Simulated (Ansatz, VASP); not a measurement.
## H2S in VASP and in Ansatz

File INCAR:

```
SYSTEM = H2S
PREC = Accurate
ENCUT = 400
EDIFF = 1E-6
ISMEAR = 0
SIGMA = 0.005
LREAL = .False.
LASPH = .True.
NELM = 120
ALGO = Normal
ISIF = 2
LWAVE = .False.
LCHARG = .False.
GGA = PE
IVDW = 12
NBANDS = 11
GGA_COMPAT = .False.
NELMDL = -8
```

Contents of KPOINTS:

```
Automatic mesh
0
Gamma
  1 1 1
  0 0 0
```

POSCAR

```
H2S
1.0
   12.3255669104      0.0000000000      0.0000000000
    0.0000000000     12.8255669104      0.0000000000
    0.0000000000      0.0000000000     13.3255669104
S H
1 2
Direct
    0.5294691500      0.5110600700      0.4594833100
    0.5162436300      0.4312875900      0.5244762600
    0.4663476000      0.5742980600      0.5158113300
```

Input for Ansatz:

```yaml
crystal:
  lattice:
    - [12.3255669104, 0.0, 0.0]
    - [0.0, 12.8255669104, 0.0]
    - [0.0, 0.0, 13.3255669104]
  atoms:
    - { symbol: S, position: [0.52946915, 0.51106007, 0.45948331] }
    - { symbol: H, position: [0.51624363, 0.43128759, 0.52447626] }
    - { symbol: H, position: [0.4663476, 0.57429806, 0.51581133] }
hamiltonian:
  xc: pbe
  dispersion: d3bj
kpoints:
  mp_grid: { grid: [1, 1, 1] }
scf:
  occupations: { method: gaussian, width: 0.005 }
  max_iter: 140
  lower_state_search: "off"
output:
  forces: true
basis:
  ecutwfc: 550
```

Alike in both runs: task single point; functional PBE; dispersion D3(BJ); k mesh 1 × 1 × 1; occupations gaussian, width 0.005 eV; no spin polarisation.

```csv
,VASP,Ansatz
version,VASP 6.6.1,Ansatz 0.2.0
potentials or method,"VASP PAW PBE potentials, release 64 (S, H), cutoff 400 eV","scalar-relativistic, plane waves, PAW"
valence electrons in the cell,8,8
```

|  | VASP | Ansatz | Ansatz less VASP |
| --- | --- | --- | --- |
| rms of the force components (eV/Å) | 0.023 | 0.014 | -0.0084 |

Atom by atom the forces differ by 0.031 eV/Å (rms over components).
